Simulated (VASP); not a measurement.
# Rb (I4/mmm) in VASP: single point with LDA

Aim: the single point of Rb with LDA.

All numbers are computed with VASP 6.6.1; they aren't measurements. Logs are shortened: lines on timing, memory, paths and dates and some standing lists are left out, and cuts for length are marked.

## (1) The cell of the first run

Symmetry: I4/mmm, No. 139, tetragonal system. Conventional cell: a = 5.294 Å, b = 5.294 Å, c = 5.388 Å, α = 90.00°, β = 90.00°, γ = 90.00°.

## (2) Single point, LDA

INCAR reads:

```
  PREC = Accurate
  ENCUT = 520
  EDIFF = 1E-6
  ISMEAR = 0
  SIGMA = 0.15
  LREAL = F
  LASPH = T
  NELM = 100
  ALGO = Normal
  ISIF = 2
  LWAVE = F
  LCHARG = F
  NBANDS = 10
```

KPOINTS reads:

```
regular mesh
0
Gamma
  12 12 12
```

POSCAR reads:

```
Rb
1.0
   -2.6469007619      2.6469007619      2.6940465770
    2.6469007619     -2.6469007619      2.6940465770
    2.6469007619      2.6469007619     -2.6940465770
Rb
1
Direct
    0.0000000000      0.0000000000      0.0000000000
```

Potentials or basis: VASP PAW LDA potentials, release 64 (Rb_sv).

On the command line:

```sh
cat potpaw_LDA.64/Rb_sv/POTCAR > POTCAR
mpirun -np 1 vasp_std > vasp.out
```

OUTCAR:

```text
PREC = Accurate
   ENCUT = 520
   EDIFF = 1E-6
   ISMEAR = 0
   LREAL = F
   LASPH = T
   NELM = 100
   ISIF = 2

 ion  position               nearest neighbor table
   1  0.000  0.000  0.000-

  LATTYP: Found a body centered tetragonal cell.
 ALAT       =     5.2938015238
 C/A-ratio  =     1.0178117048

  Lattice vectors:

 A1 = (  -2.6469007619,   2.6469007619,   2.6940465770)
 A2 = (   2.6469007619,  -2.6469007619,   2.6940465770)
 A3 = (   2.6469007619,   2.6469007619,  -2.6940465770)

Analysis of symmetry for initial positions (statically):
=====================================================================
 Subroutine PRICEL returns:
 Original cell was already a primitive cell.

 Routine SETGRP: Setting up the symmetry group for a
 body centered tetragonal supercell.

 Subroutine GETGRP returns: Found 16 space group operations
 (whereof 16 operations were pure point group operations)
 out of a pool of 16 trial point group operations.

The static configuration has the point symmetry D_4h.

Analysis of symmetry for dynamics (positions and initial velocities):
=====================================================================
 Subroutine PRICEL returns:
 Original cell was already a primitive cell.

 Routine SETGRP: Setting up the symmetry group for a
 body centered tetragonal supercell.

 Subroutine GETGRP returns: Found 16 space group operations
 (whereof 16 operations were pure point group operations)
 out of a pool of 16 trial point group operations.

The dynamic configuration has the point symmetry D_4h.

 Subroutine INISYM returns: Found 16 space group operations
 (whereof 16 operations are pure point group operations),
 and found     1 'primitive' translations

----------------------------------------------------------------------------------------

                                     Primitive cell

  volume of cell :      75.4989

  direct lattice vectors                    reciprocal lattice vectors
    -2.646900762  2.646900762  2.694046577     0.000000000  0.188900169  0.185594416
     2.646900762 -2.646900762  2.694046577     0.188900169  0.000000000  0.185594416
     2.646900762  2.646900762 -2.694046577     0.188900169  0.188900169  0.000000000

  length of vectors
     4.611946904  4.611946904  4.611946904     0.264817977  0.264817977  0.267145180

  position of ions in fractional coordinates (direct lattice)
     0.000000000  0.000000000  0.000000000

  ion indices of the primitive-cell ions
   primitive index   ion index
                 1           1

----------------------------------------------------------------------------------------

 KPOINTS: regular mesh

Automatic generation of k-mesh.
 Grid dimensions read from file:
 generate k-points for:   12   12   12

 Generating k-lattice:

  Cartesian coordinates                     Fractional coordinates (reciprocal lattice)
     0.000000000  0.015741681  0.015466201     0.083333333  0.000000000  0.000000000
     0.015741681  0.000000000  0.015466201     0.000000000  0.083333333  0.000000000
     0.015741681  0.015741681  0.000000000     0.000000000  0.000000000  0.083333333

  Length of vectors
     0.022068165  0.022068165  0.022262098

  Shift w.r.t. Gamma in fractional coordinates (k-lattice)
     0.000000000  0.000000000  0.000000000

 Subroutine IBZKPT returns following result:
 ===========================================

 Found    163 irreducible k-points:

 Following reciprocal coordinates:
            Coordinates               Weight
  0.000000  0.000000  0.000000      1.000000
  0.083333 -0.000000  0.000000      8.000000
  0.166667  0.000000  0.000000      8.000000
  0.250000 -0.000000  0.000000      8.000000
  0.333333 -0.000000  0.000000      8.000000
  0.416667 -0.000000  0.000000      8.000000
[... 16 lines left out ...]
  0.500000  0.166667  0.000000     16.000000
 -0.416667  0.166667 -0.000000     16.000000
 [... further k-points ...]
   k-points           NKPTS =    163   k-points in BZ     NKDIM =    163   number of bands    NBANDS=     10
   number of dos      NEDOS =    301   number of ions     NIONS =      1
   total plane-waves  NPLWV =  46656
   dimension x,y,z NGX =    36 NGY =   36 NGZ =   36
   dimension x,y,z NGXF=    72 NGYF=   72 NGZF=   72
   ions per type =               1
   NGX,Y,Z   is equivalent  to a cutoff of  12.98, 12.98, 12.98 a.u.
   NGXF,Y,Z  is equivalent  to a cutoff of  25.95, 25.95, 25.95 a.u.
 SYSTEM =  unknown system
   PREC   = accura    normal or accurate (medium, high low for compatibility)
   ISTART =      0    job   : 0-new  1-cont  2-samecut
   ICHARG =      2    charge: 1-file 2-atom 10-const
   ISPIN  =      1    spin polarized calculation?
   LNONCOLLINEAR =      F non collinear calculations
   LSORBIT =      F    spin-orbit coupling
   LASPH  =      T    aspherical Exc in radial PAW
   ENCUT  =  520.0 eV  38.22 Ry    6.18 a.u.   8.58  8.58  8.58*2*pi/ulx,y,z
   NELM   =    100;   NELMIN=  2; NELMDL= -5     # of ELM steps
   EDIFF  = 0.1E-05   stopping-criterion for ELM
   LREAL  =      F    real-space projection
   EDIFFG = 0.1E-04   stopping-criterion for IOM
   NSW    =      0    number of steps for IOM
   IBRION =     -1    ionic relax: 0-MD 1-quasi-New 2-CG
   NFREE  =      0    steps in history (QN), initial steepest desc. (CG)
   ISIF   =      2    stress and relaxation
   ISYM   =      2    0-nonsym 1-usesym 2-fastsym
   POTIM  = 0.5000    time-step for ionic-motion
   TEBEG  =    0.0;   TEEND  =   0.0 temperature during run
   PSTRESS=    0.0 pullay stress
   NELECT =       9.0000    total number of electrons
   NUPDOWN=      -1.0000    fix difference up-down
   EMIN   =  10.00;   EMAX   =-10.00  energy-range for DOS
   EFERMI =   0.00;   METHOD = LEGACY
   ISMEAR =     0;   SIGMA  =   0.15  broadening in eV -4-tet -1-fermi 0-gaus
   EFERMI_NEDOS =   21; number of points for ismear=-14 and -15
   IALGO  =     38    algorithm
   IMIX   =      4    mixing-type and parameters
     AMIX     =   0.40;   BMIX     =  1.00
     AMIX_MAG =   1.60;   BMIX_MAG =  1.00
  volume/ion in A,a.u.               =      75.50       509.49
  Fermi-wavevector in a.u.,A,eV,Ry     =   0.805704  1.522560  8.832344  0.649159
  Thomas-Fermi vector in A             =   1.913999
   LORBIT       =      0    0 simple, 1 ext, 2 COOP (PROOUT), +10 PAW based schemes
   GGA     = CA    functional components
   LHFCALC =     F    Hartree Fock is set to
   AEXX    =    0.0000 exact exchange contribution
   IVDW    =     0    specifies the selected vdW correction
   LEPSILON=     F    determine dielectric tensor
   LRPA    =     F    only Hartree local field effects (RPA)
 non-spin polarized calculation
 Gauss-broadening in eV      SIGMA  =   0.15
  energy-cutoff  :      520.00
  volume of cell :       75.50
 maximum number of plane-waves:      2048
 NGX is ok and might be reduce to    36
   NGX = 17   NGY = 17   NGZ = 17

 number of electron       9.0000000 magnetization

 Free energy of the ion-electron system (eV)
  ---------------------------------------------------
  ext. energy  EPLUGINS =         0.00000000
  ---------------------------------------------------
  free energy    TOTEN  =        -1.06337913 eV

  energy without entropy =       -1.05175653  energy(sigma->0) =       -1.05756783

 E-fermi :   0.2282     XC(G=0):  -6.1756

 val. band max:        0.2103628260   @ k =   0.2500   0.2500   0.0000
 cond. band min:       0.2409727560   @ k =   0.5000   0.2500   0.0000
 fundamental gap:      0.0306099300
 Fermi energy:         0.2282293715

 k-point     1 :       0.0000    0.0000    0.0000
  band No.  band energies     occupation
      1     -28.4759      2.00000
      2     -12.5490      2.00000
      3     -12.5490      2.00000
      4     -12.5490      2.00000
      5      -2.0108      2.00000
      6       3.9408      0.00000
      7       3.9408      0.00000
      8       4.0403      0.00000
      9       5.0235      0.00000
     10       5.1651      0.00000

 k-point     2 :       0.0833   -0.0000    0.0000
  band No.  band energies     occupation
      1     -28.4752      2.00000
      2     -12.5620      2.00000
      3     -12.5530      2.00000
      4     -12.5490      2.00000
      5      -1.9125      2.00000
      6       3.8234      0.00000
      7       3.8593      0.00000
      8       4.0947      0.00000
      9       4.8524      0.00000
     10       5.1085      0.00000

 k-point     3 :       0.1667    0.0000    0.0000
  band No.  band energies     occupation
      1     -28.4733      2.00000
      2     -12.5971      2.00000
      3     -12.5640      2.00000
      4     -12.5490      2.00000
      5      -1.6265      2.00000
      6       3.3740      0.00000
      7       3.5852      0.00000
      8       4.3702      0.00000
      9       4.7508      0.00000
     10       5.0508      0.00000

 k-point     4 :       0.2500   -0.0000    0.0000
  band No.  band energies     occupation
      1     -28.4706      2.00000
      2     -12.6442      2.00000
      3     -12.5788      2.00000
      4     -12.5490      2.00000
      5      -1.1784      2.00000
      6       2.7498      0.00000
      7       3.2790      0.00000
      8       4.8304      0.00000
      9       4.8509      0.00000
     10       5.0625      0.00000
[... 222 lines left out ...]
 k-point    22 :       0.4167    0.1667    0.0000
  band No.  band energies     occupation
      1     -28.4647      2.00000
      2     -12.7188      2.00000
      3     -12.6254      2.00000
      4     -12.5637      2.00000
      5       0.6791      0.00002
      6       1.2561      0.00000
      7       2.4769      0.00000
      8       4.5015      0.00000
      9       5.6362      0.00000
     10       5.8234      0.00000

 k-point    23 :       0.5000    0.1667    0.0000
  band No.  band energies     occupation
      1     -28.4653      2.00000
      2     -12.7118      2.00000
      3     -12.6189      2.00000
      4     -12.5638      2.00000
      5       0.2634      0.74022
      6       1.6203      0.00000
      7       2.5381      0.00000
      8       4.6105      0.00000
      9       5.3900      0.00000
     10       5.9151      0.00000

 k-point    24 :      -0.4167    0.1667   -0.0000
  band No.  band energies     occupation
      1     -28.4670      2.00000
      2     -12.6912      2.00000
      3     -12.6026      2.00000
      4     -12.5631      2.00000
      5      -0.3491      2.00000
      6       2.1316      0.00000
      7       2.7027      0.00000
      8       4.7075      0.00000
      9       5.2330      0.00000
     10       5.6932      0.00000

 [... further k-points ...]

------------------------ aborting loop because EDIFF is reached ----------------------------------------

  FORCE on cell =-STRESS in cart. coord.  units (eV):
  Direction    XX          YY          ZZ          XY          YZ          ZX
  --------------------------------------------------------------------------------------
  -------------------------------------------------------------------------------------
  Total        0.0502129      0.0502129      0.0497537      0.0000000      0.0000000      0.0000000
  in kB        1.0655794      1.0655794      1.0558344      0.0000000      0.0000000      0.0000000
  external PRESSURE =       1.0623311 kB  Pullay stress =       0.0000000 kB

 VOLUME and BASIS-vectors are now :
 -----------------------------------------------------------------------------
  energy-cutoff  :      520.00
  volume of cell :       75.50
      direct lattice vectors                 reciprocal lattice vectors
    -2.646900762  2.646900762  2.694046577     0.000000000  0.188900169  0.185594416
     2.646900762 -2.646900762  2.694046577     0.188900169  0.000000000  0.185594416
     2.646900762  2.646900762 -2.694046577     0.188900169  0.188900169  0.000000000

 POSITION                                       TOTAL-FORCE (eV/Angst)
 -----------------------------------------------------------------------------------
      0.00000      0.00000      0.00000        -0.000000      0.000000      0.000000
 -----------------------------------------------------------------------------------
    total drift:                               -0.000000     -0.000000      0.000000

  FREE ENERGIE OF THE ION-ELECTRON SYSTEM (eV)
  ---------------------------------------------------
  free  energy   TOTEN  =        -1.0633791302 eV

  energy  without entropy=       -1.0517565286  energy(sigma->0) =       -1.05756783
```

Wall time 92 s (1 thread of Oxide Virtual Turin-like, shared host); peak memory 0.21 GiB.

Results:

| Property | Result |
| --- | --- |
| Free energy | -1.0634 eV |
| Pressure | 0.1 GPa |
| Band gap on the k mesh | zero (an odd number of electrons rules out a gap without spin polarisation) |

The gap in the log of VASP goes by the Fermi energy; the results here count the filled bands.